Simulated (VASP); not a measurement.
# CdInS2 (P-3m1) in VASP: a series of runs

CdInS2 is run at these levels: PBE, PBEsol; tasks: single point.

Everything below comes from runs of VASP 6.6.1. Logs are shortened: lines on timing, memory, paths and dates and some standing lists are left out, and cuts for length are marked.

**1. The cell of the first run**

It takes space group P-3m1 (No. 164, trigonal). Conventional cell: a = 3.869 Å, b = 3.869 Å, c = 6.811 Å, α = 90.00°, β = 90.00°, γ = 120.00°. In (site symmetry -3m) has 6 S at 2.83 Å and 2 Cd at 3.41 Å within 3.7 Å. Within 3.7 Å of Cd (site symmetry -3m) lie 6 S at 2.79 Å and 2 In at 3.41 Å. S (site symmetry 3m) has 3 Cd at 2.79 Å and 3 In at 2.83 Å within 3.7 Å.

**2. Single point, PBE**

Contents of INCAR:

```
SYSTEM = CdInS2
PREC = Accurate
ENCUT = 520
EDIFF = 1E-7
ISMEAR = -1
SIGMA = 0.02
LREAL = .False.
LASPH = .True.
NELM = 100
ALGO = Normal
ISIF = 2
LWAVE = .False.
LCHARG = .False.
GGA = PE
NBANDS = 26
```

Contents of KPOINTS:

```
regular mesh
0
Gamma
  6 6 3
  0 0 0
```

Contents of POSCAR:

```
CdInS2
1.0
    3.8694961422      0.0000000000      0.0000000000
   -1.9347480711      3.3510819590      0.0000000000
    0.0000000000      0.0000000000      6.8105290000
In Cd S
1 1 2
Direct
    0.0000000000      0.0000000000      0.5000000000
    0.0000000000      0.0000000000      0.0000000000
    0.3333333333      0.6666666667      0.2449510000
    0.6666666667      0.3333333333      0.7550490000
```

Potentials or basis: VASP PAW PBE potentials, release 64 (In_d, Cd, S).

Started as:

```sh
$ cat potpaw_PBE.64/In_d/POTCAR potpaw_PBE.64/Cd/POTCAR potpaw_PBE.64/S/POTCAR > POTCAR
$ mpirun -np 1 vasp_std > vasp.out
```

OUTCAR:

```text
SYSTEM = CdInS2
   PREC = Accurate
   ENCUT = 520
   EDIFF = 1E-7
   ISMEAR = -1
   LREAL = .False.
   LASPH = .True.
   NELM = 100
   ISIF = 2
   GGA = PE

 ion  position               nearest neighbor table
   1  0.000  0.000  0.500-   3 2.83   4 2.83   4 2.83   3 2.83   4 2.83   3 2.83   2 3.41   2 3.41

   2  0.000  0.000  0.000-   3 2.79   4 2.79   4 2.79   3 2.79   4 2.79   3 2.79   1 3.41   1 3.41

   3  0.333  0.667  0.245-   2 2.79   2 2.79   2 2.79   1 2.83   1 2.83   1 2.83
   4  0.667  0.333  0.755-   2 2.79   2 2.79   2 2.79   1 2.83   1 2.83   1 2.83

  LATTYP: Found a hexagonal cell.
 ALAT       =     3.8694961422
 C/A-ratio  =     1.7600557669

  Lattice vectors:

 A1 = (   3.8694961422,   0.0000000000,   0.0000000000)
 A2 = (  -1.9347480711,   3.3510819590,   0.0000000000)
 A3 = (   0.0000000000,   0.0000000000,   6.8105290000)

Analysis of symmetry for initial positions (statically):
=====================================================================
 Subroutine PRICEL returns:
 Original cell was already a primitive cell.

 Routine SETGRP: Setting up the symmetry group for a
 hexagonal supercell.

 Subroutine GETGRP returns: Found 12 space group operations
 (whereof 12 operations were pure point group operations)
 out of a pool of 24 trial point group operations.

The static configuration has the point symmetry D_3d.

Analysis of symmetry for dynamics (positions and initial velocities):
=====================================================================
 Subroutine PRICEL returns:
 Original cell was already a primitive cell.

 Routine SETGRP: Setting up the symmetry group for a
 hexagonal supercell.

 Subroutine GETGRP returns: Found 12 space group operations
 (whereof 12 operations were pure point group operations)
 out of a pool of 24 trial point group operations.

The dynamic configuration has the point symmetry D_3d.

 Subroutine INISYM returns: Found 12 space group operations
 (whereof 12 operations are pure point group operations),
 and found     1 'primitive' translations

----------------------------------------------------------------------------------------

                                     Primitive cell

  volume of cell :      88.3121

  direct lattice vectors                    reciprocal lattice vectors
     3.869496142  0.000000000  0.000000000     0.258431580  0.149205542  0.000000000
    -1.934748071  3.351081959  0.000000000     0.000000000  0.298411084  0.000000000
     0.000000000  0.000000000  6.810529000     0.000000000  0.000000000  0.146831472

  length of vectors
     3.869496142  3.869496142  6.810529000     0.298411084  0.298411084  0.146831472

  position of ions in fractional coordinates (direct lattice)
     0.000000000  0.000000000  0.500000000
     0.000000000  0.000000000  0.000000000
     0.333333333  0.666666667  0.244951000
     0.666666667  0.333333333  0.755049000

  ion indices of the primitive-cell ions
   primitive index   ion index
                 1           1
                 2           2
                 3           3
                 4           4

----------------------------------------------------------------------------------------

 KPOINTS: regular mesh

Automatic generation of k-mesh.
 Grid dimensions read from file:
 generate k-points for:    6    6    3

 Generating k-lattice:

  Cartesian coordinates                     Fractional coordinates (reciprocal lattice)
     0.043071930  0.024867590  0.000000000     0.166666667  0.000000000  0.000000000
     0.000000000  0.049735181  0.000000000     0.000000000  0.166666667  0.000000000
     0.000000000  0.000000000  0.048943824     0.000000000  0.000000000  0.333333333

  Length of vectors
     0.049735181  0.049735181  0.048943824

  Shift w.r.t. Gamma in fractional coordinates (k-lattice)
     0.000000000  0.000000000  0.000000000

 Subroutine IBZKPT returns following result:
 ===========================================

 Found     17 irreducible k-points:

 Following reciprocal coordinates:
            Coordinates               Weight
  0.000000  0.000000  0.000000      1.000000
  0.166667  0.000000  0.000000      6.000000
  0.333333  0.000000  0.000000      6.000000
  0.500000  0.000000  0.000000      3.000000
  0.166667  0.166667  0.000000      6.000000
  0.333333  0.166667  0.000000     12.000000
[... 9 lines left out ...]
 -0.166667  0.500000  0.333333     12.000000
  0.333333  0.333333  0.333333      4.000000
   k-points           NKPTS =     17   k-points in BZ     NKDIM =     17   number of bands    NBANDS=     26
   number of dos      NEDOS =    301   number of ions     NIONS =      4
   total plane-waves  NPLWV =  48600
   dimension x,y,z NGX =    30 NGY =   30 NGZ =   54
   dimension x,y,z NGXF=    60 NGYF=   60 NGZF=  108
   ions per type =               1   1   2
   NGX,Y,Z   is equivalent  to a cutoff of  12.89, 12.89, 13.18 a.u.
   NGXF,Y,Z  is equivalent  to a cutoff of  25.78, 25.78, 26.36 a.u.
 SYSTEM =  CdInS2
   PREC   = accura    normal or accurate (medium, high low for compatibility)
   ISTART =      0    job   : 0-new  1-cont  2-samecut
   ICHARG =      2    charge: 1-file 2-atom 10-const
   ISPIN  =      1    spin polarized calculation?
   LNONCOLLINEAR =      F non collinear calculations
   LSORBIT =      F    spin-orbit coupling
   LASPH  =      T    aspherical Exc in radial PAW
   ENCUT  =  520.0 eV  38.22 Ry    6.18 a.u.   7.19  7.19 12.66*2*pi/ulx,y,z
   NELM   =    100;   NELMIN=  2; NELMDL= -5     # of ELM steps
   EDIFF  = 0.1E-06   stopping-criterion for ELM
   LREAL  =      F    real-space projection
   EDIFFG = 0.1E-05   stopping-criterion for IOM
   NSW    =      0    number of steps for IOM
   IBRION =     -1    ionic relax: 0-MD 1-quasi-New 2-CG
   NFREE  =      0    steps in history (QN), initial steepest desc. (CG)
   ISIF   =      2    stress and relaxation
   ISYM   =      2    0-nonsym 1-usesym 2-fastsym
   POTIM  = 0.5000    time-step for ionic-motion
   TEBEG  =    0.0;   TEEND  =   0.0 temperature during run
   PSTRESS=    0.0 pullay stress
   NELECT =      37.0000    total number of electrons
   NUPDOWN=      -1.0000    fix difference up-down
   EMIN   =  10.00;   EMAX   =-10.00  energy-range for DOS
   EFERMI =   0.00;   METHOD = LEGACY
   ISMEAR =    -1;   SIGMA  =   0.02  broadening in eV -4-tet -1-fermi 0-gaus
   EFERMI_NEDOS =   21; number of points for ismear=-14 and -15
   IALGO  =     38    algorithm
   IMIX   =      4    mixing-type and parameters
     AMIX     =   0.40;   BMIX     =  1.00
     AMIX_MAG =   1.60;   BMIX_MAG =  1.00
  volume/ion in A,a.u.               =      22.08       148.99
  Fermi-wavevector in a.u.,A,eV,Ry     =   1.224998  2.314910 20.417169  1.500620
  Thomas-Fermi vector in A             =   2.360052
   LORBIT       =      0    0 simple, 1 ext, 2 COOP (PROOUT), +10 PAW based schemes
   GGA     = PE    functional components
   LHFCALC =     F    Hartree Fock is set to
   AEXX    =    0.0000 exact exchange contribution
   IVDW    =     0    specifies the selected vdW correction
   LEPSILON=     F    determine dielectric tensor
   LRPA    =     F    only Hartree local field effects (RPA)
 non-spin polarized calculation
  energy-cutoff  :      520.00
  volume of cell :       88.31
 maximum number of plane-waves:      2391
 NGX is ok and might be reduce to    30
   NGX = 15   NGY = 15   NGZ = 25

 number of electron      37.0000009 magnetization

 Free energy of the ion-electron system (eV)
  ---------------------------------------------------
  ext. energy  EPLUGINS =         0.00000000
  ---------------------------------------------------
  free energy    TOTEN  =       -13.07957645 eV

  energy without entropy =      -13.07493349  energy(sigma->0) =      -13.07725497

 E-fermi :   5.2061     XC(G=0): -10.0689

 val. band max:        5.1838972851   @ k =   0.0000   0.0000   0.3333
 cond. band min:       5.2066387738   @ k =   0.5000   0.0000   0.0000
 fundamental gap:      0.0227414887
 Fermi energy:         5.2061428622

 k-point     1 :       0.0000    0.0000    0.0000
  band No.  band energies     occupation
      1      -9.4451      2.00000
      2      -9.4434      2.00000
      3      -9.4434      2.00000
      4      -9.3744      2.00000
      5      -9.3744      2.00000
      6      -8.6889      2.00000
[... 18 lines left out ...]
     25      12.2459      0.00000
     26      12.2459      0.00000

 k-point     2 :       0.1667    0.0000    0.0000
  band No.  band energies     occupation
      1      -9.5141      2.00000
      2      -9.4313      2.00000
      3      -9.4247      2.00000
      4      -9.3963      2.00000
      5      -9.3737      2.00000
      6      -8.4847      2.00000
[... 18 lines left out ...]
     25      11.6007      0.00000
     26      11.6269      0.00000

 k-point     3 :       0.3333    0.0000    0.0000
  band No.  band energies     occupation
      1      -9.6532      2.00000
      2      -9.4301      2.00000
      3      -9.4094      2.00000
      4      -9.3860      2.00000
      5      -9.3494      2.00000
      6      -7.9767      2.00000
[... 18 lines left out ...]
     25      11.4016      0.00000
     26      12.9551      0.00000

 k-point     4 :       0.5000    0.0000    0.0000
  band No.  band energies     occupation
      1      -9.7138      2.00000
      2      -9.4379      2.00000
      3      -9.4106      2.00000
      4      -9.3710      2.00000
      5      -9.3280      2.00000
      6      -7.6193      2.00000
[... 18 lines left out ...]
     25      11.2219      0.00000
     26      13.8693      0.00000

 k-point     5 :       0.1667    0.1667    0.0000
  band No.  band energies     occupation
      1      -9.5977      2.00000
      2      -9.4387      2.00000
      3      -9.4114      2.00000
      4      -9.4062      2.00000
      5      -9.3606      2.00000
      6      -8.1157      2.00000
[... 18 lines left out ...]
     25      11.2630      0.00000
     26      12.4155      0.00000

 k-point     6 :       0.3333    0.1667    0.0000
  band No.  band energies     occupation
      1      -9.6648      2.00000
      2      -9.4667      2.00000
      3      -9.4173      2.00000
      4      -9.3797      2.00000
      5      -9.3468      2.00000
      6      -7.6219      2.00000
[... 224 lines left out ...]
 k-point    14 :       0.1667    0.1667    0.3333
  band No.  band energies     occupation
      1      -9.6033      2.00000
      2      -9.4375      2.00000
      3      -9.4070      2.00000
      4      -9.4061      2.00000
      5      -9.3598      2.00000
      6      -7.9942      2.00000
[... 18 lines left out ...]
     25      11.3758      0.00000
     26      11.6431      0.00000

 k-point    15 :       0.3333    0.1667    0.3333
  band No.  band energies     occupation
      1      -9.6650      2.00000
      2      -9.4659      2.00000
      3      -9.4166      2.00000
      4      -9.3769      2.00000
      5      -9.3463      2.00000
      6      -7.6033      2.00000
[... 18 lines left out ...]
     25      11.5035      0.00000
     26      12.2631      0.00000

 k-point    16 :      -0.1667    0.5000    0.3333
  band No.  band energies     occupation
      1      -9.6630      2.00000
      2      -9.4665      2.00000
      3      -9.4165      2.00000
      4      -9.3769      2.00000
      5      -9.3463      2.00000
      6      -7.6531      2.00000
[... 18 lines left out ...]
     25      11.5756      0.00000
     26      12.2610      0.00000

 k-point    17 :       0.3333    0.3333    0.3333
  band No.  band energies     occupation
      1      -9.5835      2.00000
      2      -9.5835      2.00000
      3      -9.3776      2.00000
      4      -9.3776      2.00000
      5      -9.3758      2.00000
      6      -7.3326      2.00000
[... 18 lines left out ...]
     25      11.8952      0.00000
     26      11.8952      0.00000

------------------------ aborting loop because EDIFF is reached ----------------------------------------

  FORCE on cell =-STRESS in cart. coord.  units (eV):
  Direction    XX          YY          ZZ          XY          YZ          ZX
  --------------------------------------------------------------------------------------
  -------------------------------------------------------------------------------------
  Total        0.1369239      0.1369239      0.1383986      0.0000000     -0.0000000      0.0000000
  in kB        2.4841023      2.4841023      2.5108569      0.0000000     -0.0000000      0.0000000
  external PRESSURE =       2.4930205 kB  Pullay stress =       0.0000000 kB

 VOLUME and BASIS-vectors are now :
 -----------------------------------------------------------------------------
  energy-cutoff  :      520.00
  volume of cell :       88.31
      direct lattice vectors                 reciprocal lattice vectors
     3.869496142  0.000000000  0.000000000     0.258431580  0.149205542  0.000000000
    -1.934748071  3.351081959  0.000000000     0.000000000  0.298411084  0.000000000
     0.000000000  0.000000000  6.810529000     0.000000000  0.000000000  0.146831472

 POSITION                                       TOTAL-FORCE (eV/Angst)
 -----------------------------------------------------------------------------------
      0.00000      0.00000      3.40526        -0.000000      0.000000      0.000000
      0.00000      0.00000      0.00000        -0.000000      0.000000      0.000000
     -0.00000      2.23405      1.66825         0.000000      0.000000     -0.126951
      1.93475      1.11703      5.14228         0.000000      0.000000      0.126951
 -----------------------------------------------------------------------------------
    total drift:                                0.000000     -0.000000      0.000000

  FREE ENERGIE OF THE ION-ELECTRON SYSTEM (eV)
  ---------------------------------------------------
  free  energy   TOTEN  =       -13.0795764522 eV

  energy  without entropy=      -13.0749334863  energy(sigma->0) =      -13.07725497
```

Run time: 23 s. Hardware: 1 thread of Intel Xeon 6975P-C (Granite Rapids), shared host; peak memory 0.22 GiB.

What came out:

```yaml
Free_energy: -13.0796 eV
Pressure: 0.2 GPa
Largest_force: 0.127 eV/Å
```

Forces in eV/Å, atoms in the order of the input:
```
In   0.000  0.000  0.000
Cd   0.000  0.000  0.000
S    0.000  0.000 -0.127
S    0.000  0.000  0.127
```

Levels at points of the mesh, in eV from the Fermi level:
```
           k point  band 17  band 18  band 19  band 20  band 21  band 22
(0.00, 0.00, 0.00)    -1.81    -1.50    -1.50     1.91     4.45     4.92
(0.50, 0.00, 0.00)    -3.21    -1.64     0.00     1.91     1.97     3.90
```

Caveat: spin-orbit coupling is left out, which moves the levels of the heavy elements.

**3. Single point, PBEsol**

Contents of INCAR:

```
PREC = Accurate
ENCUT = 520
EDIFF = 1E-6
ISMEAR = 0
SIGMA = 0.05
LREAL = F
LASPH = T
NELM = 80
ALGO = Normal
ISIF = 2
LWAVE = F
LCHARG = T
GGA = PS
LELF = T
LVHAR = T
NBANDS = 26
```

Contents of KPOINTS:

```
regular mesh
0
Gamma
  8 8 4
```

POSCAR is that of step 2.

Potentials or basis: VASP PAW PBE potentials, release 64 (In_d, Cd, S).

Started as:

```sh
$ cat potpaw_PBE.64/In_d/POTCAR potpaw_PBE.64/Cd/POTCAR potpaw_PBE.64/S/POTCAR > POTCAR
$ mpirun -np 1 vasp_std > vasp.out
```

Run time: 41 s. Hardware: 1 thread of Intel Xeon 6975P-C (Granite Rapids), shared host; peak memory 0.24 GiB.

The run converged. Its results:

```
Free energy   : -14.5821 eV
Pressure      : -3.5 GPa
Largest force : 0.047 eV/Å
```

Forces in eV/Å, atoms in the order of the input:
```
In   0.000  0.000  0.000
Cd   0.000  0.000  0.000
S    0.000  0.000 -0.047
S    0.000  0.000  0.047
```

Stress tensor (GPa, compression positive):
```
-3.43  0.00  0.00
 0.00 -3.43  0.00
 0.00  0.00 -3.60
```

Levels at points of the mesh, in eV from the Fermi level:
| k point | band 14 | band 15 | band 16 | band 17 | band 18 | band 19 | band 20 | band 21 | band 22 | band 23 |
| --- | --- | --- | --- | --- | --- | --- | --- | --- | --- | --- |
| (0.00, 0.00, 0.00) | -2.62 | -2.07 | -2.07 | -1.97 | -1.56 | -1.56 | 1.70 | 4.34 | 4.77 | 4.77 |
| (0.50, 0.00, 0.00) | -5.15 | -4.53 | -3.54 | -3.31 | -1.71 | -0.10 | 1.71 | 1.81 | 3.75 | 4.12 |
| (0.00, 0.00, 0.50) | -5.00 | -1.89 | -1.89 | -1.73 | -1.73 | 0.50 | 1.03 | 4.43 | 4.80 | 4.82 |
| (0.50, 0.00, 0.50) | -5.88 | -3.10 | -3.00 | -2.66 | -2.57 | -0.87 | 0.21 | 3.73 | 3.88 | 5.06 |

Caveat: the PAW data sets were made with another functional, which shifts forces and pressure a little; spin-orbit coupling is left out, which moves the levels of the heavy elements.
